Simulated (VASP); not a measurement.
# Ge (I4_1/amd) in VASP: a series of runs

The runs below take Ge through single point, with PBE.

All numbers are computed with VASP 6.6.1; they aren't measurements. Logs are shortened: lines on timing, memory, paths and dates and some standing lists are left out, and cuts for length are marked.

**1. The cell of the first run**

The structure is tetragonal, space group I4_1/amd (No. 141). Conventional cell: a = 5.105 Å, b = 5.105 Å, c = 2.783 Å, α = 90.00°, β = 90.00°, γ = 90.00°. Ge (site symmetry -4m2) has 10 Ge at 2.65 to 3.30 Å within 3.5 Å.

**2. Single point, PBE (18.13 Å³/atom)**

INCAR reads:

```
SYSTEM = Ge
ALGO = Normal
EDIFF = 1E-6
ENCUT = 520
GGA = PE
ISIF = 2
ISMEAR = 0
LASPH = .True.
LCHARG = .False.
LREAL = .False.
LWAVE = .False.
NBANDS = 21
NELM = 80
PREC = Accurate
SIGMA = 0.1
```

KPOINTS reads:

```
k-points
0
Gamma
  16 16 16
  0 0 0
```

POSCAR reads:

```
Ge
1.0
   -2.5527178366      2.5527178366      1.3913934234
    2.5527178366     -2.5527178366      1.3913934234
    2.5527178366      2.5527178366     -1.3913934234
Ge
2
Direct
    0.2500000000      0.7500000000      0.5000000000
    0.5000000000      0.5000000000      0.0000000000
```

Potentials or basis: VASP PAW PBE potentials, release 64 (Ge_d).

Started as:

```console
> cat potpaw_PBE.64/Ge_d/POTCAR > POTCAR
> mpirun -np 1 vasp_std > vasp.out
```

OUTCAR:

```text
SYSTEM = Ge
   EDIFF = 1E-6
   ENCUT = 520
   GGA = PE
   ISIF = 2
   ISMEAR = 0
   LASPH = .True.
   LREAL = .False.
   NELM = 80
   PREC = Accurate

 ion  position               nearest neighbor table
   1  0.250  0.750  0.500-   2 2.65   2 2.65   2 2.65   2 2.65
   2  0.500  0.500  0.000-   1 2.65   1 2.65   1 2.65   1 2.65

  LATTYP: Found a body centered tetragonal cell.
 ALAT       =     5.1054356732
 C/A-ratio  =     0.5450635411

  Lattice vectors:

 A1 = (  -2.5527178366,   2.5527178366,   1.3913934234)
 A2 = (   2.5527178366,  -2.5527178366,   1.3913934234)
 A3 = (   2.5527178366,   2.5527178366,  -1.3913934234)

Analysis of symmetry for initial positions (statically):
=====================================================================
 Subroutine PRICEL returns:
 Original cell was already a primitive cell.

 Routine SETGRP: Setting up the symmetry group for a
 body centered tetragonal supercell.

 Subroutine GETGRP returns: Found 16 space group operations
 (whereof  8 operations were pure point group operations)
 out of a pool of 16 trial point group operations.

The static configuration has the point symmetry D_2d.
 The point group associated with its full space group is D_4h.

Analysis of symmetry for dynamics (positions and initial velocities):
=====================================================================
 Subroutine PRICEL returns:
 Original cell was already a primitive cell.

 Routine SETGRP: Setting up the symmetry group for a
 body centered tetragonal supercell.

 Subroutine GETGRP returns: Found 16 space group operations
 (whereof  8 operations were pure point group operations)
 out of a pool of 16 trial point group operations.

The dynamic configuration has the point symmetry D_2d.
 The point group associated with its full space group is D_4h.

 Subroutine INISYM returns: Found 16 space group operations
 (whereof  8 operations are pure point group operations),
 and found     1 'primitive' translations

----------------------------------------------------------------------------------------

                                     Primitive cell

  volume of cell :      36.2673

  direct lattice vectors                    reciprocal lattice vectors
    -2.552717837  2.552717837  1.391393423     0.000000000  0.195869670  0.359351993
     2.552717837 -2.552717837  1.391393423     0.195869670  0.000000000  0.359351993
     2.552717837  2.552717837 -1.391393423     0.195869670  0.195869670  0.000000000

  length of vectors
     3.868942021  3.868942021  3.868942021     0.409266151  0.409266151  0.277001544

  position of ions in fractional coordinates (direct lattice)
     0.250000000  0.750000000  0.500000000
     0.500000000  0.500000000  0.000000000

  ion indices of the primitive-cell ions
   primitive index   ion index
                 1           1
                 2           2

----------------------------------------------------------------------------------------

 KPOINTS: k-points

Automatic generation of k-mesh.
 Grid dimensions read from file:
 generate k-points for:   16   16   16

 Generating k-lattice:

  Cartesian coordinates                     Fractional coordinates (reciprocal lattice)
     0.000000000  0.012241854  0.022459500     0.062500000  0.000000000  0.000000000
     0.012241854  0.000000000  0.022459500     0.000000000  0.062500000  0.000000000
     0.012241854  0.012241854  0.000000000     0.000000000  0.000000000  0.062500000

  Length of vectors
     0.025579134  0.025579134  0.017312596

  Shift w.r.t. Gamma in fractional coordinates (k-lattice)
     0.000000000  0.000000000  0.000000000

 Subroutine IBZKPT returns following result:
 ===========================================

 Found    349 irreducible k-points:

 Following reciprocal coordinates:
            Coordinates               Weight
  0.000000  0.000000  0.000000      1.000000
  0.062500  0.000000  0.000000      8.000000
  0.125000  0.000000  0.000000      8.000000
  0.187500  0.000000  0.000000      8.000000
  0.250000  0.000000  0.000000      8.000000
  0.312500  0.000000  0.000000      8.000000
[... 16 lines left out ...]
 -0.125000  0.062500  0.000000     16.000000
 -0.062500  0.062500  0.000000      4.000000
 [... further k-points ...]
   k-points           NKPTS =    349   k-points in BZ     NKDIM =    349   number of bands    NBANDS=     21
   number of dos      NEDOS =    301   number of ions     NIONS =      2
   total plane-waves  NPLWV =  27000
   dimension x,y,z NGX =    30 NGY =   30 NGZ =   30
   dimension x,y,z NGXF=    60 NGYF=   60 NGZF=   60
   ions per type =               2
   NGX,Y,Z   is equivalent  to a cutoff of  12.89, 12.89, 12.89 a.u.
   NGXF,Y,Z  is equivalent  to a cutoff of  25.78, 25.78, 25.78 a.u.
 SYSTEM =  Ge
   PREC   = accura    normal or accurate (medium, high low for compatibility)
   ISTART =      0    job   : 0-new  1-cont  2-samecut
   ICHARG =      2    charge: 1-file 2-atom 10-const
   ISPIN  =      1    spin polarized calculation?
   LNONCOLLINEAR =      F non collinear calculations
   LSORBIT =      F    spin-orbit coupling
   LASPH  =      T    aspherical Exc in radial PAW
   ENCUT  =  520.0 eV  38.22 Ry    6.18 a.u.   7.19  7.19  7.19*2*pi/ulx,y,z
   NELM   =     80;   NELMIN=  2; NELMDL= -5     # of ELM steps
   EDIFF  = 0.1E-05   stopping-criterion for ELM
   LREAL  =      F    real-space projection
   EDIFFG = 0.1E-04   stopping-criterion for IOM
   NSW    =      0    number of steps for IOM
   IBRION =     -1    ionic relax: 0-MD 1-quasi-New 2-CG
   NFREE  =      0    steps in history (QN), initial steepest desc. (CG)
   ISIF   =      2    stress and relaxation
   ISYM   =      2    0-nonsym 1-usesym 2-fastsym
   POTIM  = 0.5000    time-step for ionic-motion
   TEBEG  =    0.0;   TEEND  =   0.0 temperature during run
   PSTRESS=    0.0 pullay stress
   NELECT =      28.0000    total number of electrons
   NUPDOWN=      -1.0000    fix difference up-down
   EMIN   =  10.00;   EMAX   =-10.00  energy-range for DOS
   EFERMI =   0.00;   METHOD = LEGACY
   ISMEAR =     0;   SIGMA  =   0.10  broadening in eV -4-tet -1-fermi 0-gaus
   EFERMI_NEDOS =   21; number of points for ismear=-14 and -15
   IALGO  =     38    algorithm
   IMIX   =      4    mixing-type and parameters
     AMIX     =   0.40;   BMIX     =  1.00
     AMIX_MAG =   1.60;   BMIX_MAG =  1.00
  volume/ion in A,a.u.               =      18.13       122.37
  Fermi-wavevector in a.u.,A,eV,Ry     =   1.501835  2.838057 30.688068  2.255509
  Thomas-Fermi vector in A             =   2.613154
   LORBIT       =      0    0 simple, 1 ext, 2 COOP (PROOUT), +10 PAW based schemes
   GGA     = PE    functional components
   LHFCALC =     F    Hartree Fock is set to
   AEXX    =    0.0000 exact exchange contribution
   IVDW    =     0    specifies the selected vdW correction
   LEPSILON=     F    determine dielectric tensor
   LRPA    =     F    only Hartree local field effects (RPA)
 non-spin polarized calculation
 Gauss-broadening in eV      SIGMA  =   0.10
  energy-cutoff  :      520.00
  volume of cell :       36.27
 maximum number of plane-waves:       993
 NGX is ok and might be reduce to    30
   NGX = 15   NGY = 15   NGZ = 15

 number of electron      28.0000011 magnetization

 Free energy of the ion-electron system (eV)
  ---------------------------------------------------
  ext. energy  EPLUGINS =         0.00000000
  ---------------------------------------------------
  free energy    TOTEN  =        -8.54465328 eV

  energy without entropy =       -8.54146679  energy(sigma->0) =       -8.54306003

 E-fermi :   7.0615     XC(G=0): -11.4279

 val. band max:        7.0605185439   @ k =  -0.2500  -0.4375   0.0625
 cond. band min:       7.0721868238   @ k =   0.4375   0.3750   0.0000
 fundamental gap:      0.0116682799
 Fermi energy:         7.0614530546

 k-point     1 :       0.0000    0.0000    0.0000
  band No.  band energies     occupation
      1     -17.7403      2.00000
      2     -17.6905      2.00000
      3     -17.6608      2.00000
      4     -17.6569      2.00000
      5     -17.5474      2.00000
      6     -17.5474      2.00000
[... 13 lines left out ...]
     20      18.7549      0.00000
     21      19.7143      0.00000

 k-point     2 :       0.0625    0.0000    0.0000
  band No.  band energies     occupation
      1     -17.7387      2.00000
      2     -17.6851      2.00000
      3     -17.6586      2.00000
      4     -17.6502      2.00000
      5     -17.5521      2.00000
      6     -17.5516      2.00000
[... 13 lines left out ...]
     20      18.7892      0.00000
     21      19.8785      0.00000

 k-point     3 :       0.1250    0.0000    0.0000
  band No.  band energies     occupation
      1     -17.7338      2.00000
      2     -17.6700      2.00000
      3     -17.6524      2.00000
      4     -17.6326      2.00000
      5     -17.5626      2.00000
      6     -17.5583      2.00000
[... 13 lines left out ...]
     20      17.9763      0.00000
     21      18.4628      0.00000

 k-point     4 :       0.1875    0.0000    0.0000
  band No.  band energies     occupation
      1     -17.7258      2.00000
      2     -17.6498      2.00000
      3     -17.6432      2.00000
      4     -17.6122      2.00000
      5     -17.5759      2.00000
      6     -17.5598      2.00000
[... 13 lines left out ...]
     20      16.8311      0.00000
     21      17.8236      0.00000

 k-point     5 :       0.2500    0.0000    0.0000
  band No.  band energies     occupation
      1     -17.7162      2.00000
      2     -17.6333      2.00000
      3     -17.6325      2.00000
      4     -17.6032      2.00000
      5     -17.5888      2.00000
      6     -17.5575      2.00000
[... 13 lines left out ...]
     20      15.9231      0.00000
     21      17.9905      0.00000

 k-point     6 :       0.3125    0.0000    0.0000
  band No.  band energies     occupation
      1     -17.7072      2.00000
      2     -17.6282      2.00000
      3     -17.6237      2.00000
      4     -17.6104      2.00000
      5     -17.5953      2.00000
      6     -17.5665      2.00000
[... 13 lines left out ...]
     20      15.3017      0.00000
     21      18.6083      0.00000

 k-point     7 :       0.3750    0.0000    0.0000
  band No.  band energies     occupation
      1     -17.6998      2.00000
      2     -17.6322      2.00000
      3     -17.6279      2.00000
      4     -17.6159      2.00000
      5     -17.5910      2.00000
      6     -17.5744      2.00000
[... 13 lines left out ...]
     20      16.2914      0.00000
     21      19.4450      0.00000
[... 291 lines left out ...]
      1     -17.7092      2.00000
      2     -17.6364      2.00000
      3     -17.6274      2.00000
      4     -17.6135      2.00000
      5     -17.5845      2.00000
      6     -17.5610      2.00000
[... 13 lines left out ...]
     20      16.4536      0.00000
     21      17.7941      0.00000

 k-point    21 :      -0.2500    0.0625    0.0000
  band No.  band energies     occupation
      1     -17.7189      2.00000
      2     -17.6527      2.00000
      3     -17.6369      2.00000
      4     -17.6204      2.00000
      5     -17.5738      2.00000
      6     -17.5549      2.00000
[... 13 lines left out ...]
     20      17.2258      0.00000
     21      17.7405      0.00000

 k-point    22 :      -0.1875    0.0625    0.0000
  band No.  band energies     occupation
      1     -17.7278      2.00000
      2     -17.6717      2.00000
      3     -17.6470      2.00000
      4     -17.6377      2.00000
      5     -17.5619      2.00000
      6     -17.5535      2.00000
[... 13 lines left out ...]
     20      18.1512      0.00000
     21      18.5677      0.00000

 k-point    23 :      -0.1250    0.0625    0.0000
  band No.  band energies     occupation
      1     -17.7344      2.00000
      2     -17.6860      2.00000
      3     -17.6547      2.00000
      4     -17.6530      2.00000
      5     -17.5527      2.00000
      6     -17.5489      2.00000
[... 13 lines left out ...]
     20      19.0603      0.00000
     21      19.7521      0.00000

 k-point    24 :      -0.0625    0.0625    0.0000
  band No.  band energies     occupation
      1     -17.7381      2.00000
      2     -17.6910      2.00000
      3     -17.6588      2.00000
      4     -17.6583      2.00000
      5     -17.5483      2.00000
      6     -17.5461      2.00000
[... 13 lines left out ...]
     20      19.0755      0.00000
     21      19.6796      0.00000

 [... further k-points ...]

------------------------ aborting loop because EDIFF is reached ----------------------------------------

  FORCE on cell =-STRESS in cart. coord.  units (eV):
  Direction    XX          YY          ZZ          XY          YZ          ZX
  --------------------------------------------------------------------------------------
  -------------------------------------------------------------------------------------
  Total        1.0936624      1.0936624      1.0756080      0.0000000      0.0000000      0.0000000
  in kB       48.3145895     48.3145895     47.5170028      0.0000000      0.0000000      0.0000000
  external PRESSURE =      48.0487273 kB  Pullay stress =       0.0000000 kB

 VOLUME and BASIS-vectors are now :
 -----------------------------------------------------------------------------
  energy-cutoff  :      520.00
  volume of cell :       36.27
      direct lattice vectors                 reciprocal lattice vectors
    -2.552717837  2.552717837  1.391393423     0.000000000  0.195869670  0.359351993
     2.552717837 -2.552717837  1.391393423     0.195869670  0.000000000  0.359351993
     2.552717837  2.552717837 -1.391393423     0.195869670  0.195869670  0.000000000

 POSITION                                       TOTAL-FORCE (eV/Angst)
 -----------------------------------------------------------------------------------
      2.55272     -0.00000      0.69570        -0.000000     -0.000000      0.000000
      0.00000      0.00000      1.39139         0.000000      0.000000     -0.000000
 -----------------------------------------------------------------------------------
    total drift:                                0.000000     -0.000000      0.000000

  FREE ENERGIE OF THE ION-ELECTRON SYSTEM (eV)
  ---------------------------------------------------
  free  energy   TOTEN  =        -8.5446532840 eV

  energy  without entropy=       -8.5414667856  energy(sigma->0) =       -8.54306003
```

It took 2.4 min on 1 thread of AMD EPYC 9R45 (Zen 5), shared host; peak memory 0.3 GiB.

Results:

```
Free energy            : -8.5447 eV
Pressure               : 4.8 GPa
Band gap on the k mesh : zero (bands 14 and 15 overlap by 5.46 eV)
```

Caveat: the cell stands under pressure.

**3. Single point, PBE (18.71 Å³/atom)**

This run uses another cell than the first one, of 18.71 Å³/atom.

INCAR reads:

```
SYSTEM = Ge
  PREC = Accurate
  ENCUT = 520
  EDIFF = 1E-6
  ISMEAR = 0
  SIGMA = 0.1
  LREAL = .False.
  LASPH = .True.
  NELM = 100
  ALGO = Normal
  ISIF = 2
  LWAVE = .False.
  LCHARG = .True.
  GGA = PE
  LELF = .True.
  LVHAR = .True.
  NBANDS = 21
```

KPOINTS reads:

```
regular mesh
0
Gamma
  16 16 16
  0 0 0
```

POSCAR reads:

```
Ge
1.0
   -2.5780328736      2.5780328736      1.4077403240
    2.5780328736     -2.5780328736      1.4077403240
    2.5780328736      2.5780328736     -1.4077403240
Ge
2
Direct
    0.2500000000      0.7500000000      0.5000000000
    0.5000000000      0.5000000000      0.0000000000
```

Potentials or basis: VASP PAW PBE potentials, release 64 (Ge_d).

Started as:

```console
> cat potpaw_PBE.64/Ge_d/POTCAR > POTCAR
> mpirun -np 1 vasp_std > vasp.out
```

Run time: 2.4 min. Hardware: 1 thread of AMD EPYC 9R45 (Zen 5), shared host; peak memory 0.3 GiB.

Results (log left out):

* Free energy: -8.5709 eV
* Pressure: 2.1 GPa
* Band gap on the k mesh: zero (bands 14 and 15 overlap by 5.27 eV)

Levels at points of the mesh, in eV from the Fermi level:
```csv
k point,band 11,band 12,band 13,band 14,band 15,band 16,band 17,band 18
"(0.00, 0.00, 0.00)",-13.25,-4.05,-2.31,-2.31,3.31,7.56,7.56,7.94
"(0.50, 0.00, 0.00)",-8.09,-6.39,-2.66,-1.99,-1.39,2.47,3.52,5.45
"(0.50, 0.50, 0.00)",-10.51,-10.51,0.62,0.62,1.93,1.93,7.34,7.34
"(0.50, 0.50, 0.50)",-8.84,-8.84,-5.86,-5.86,5.97,5.97,10.96,10.96
```
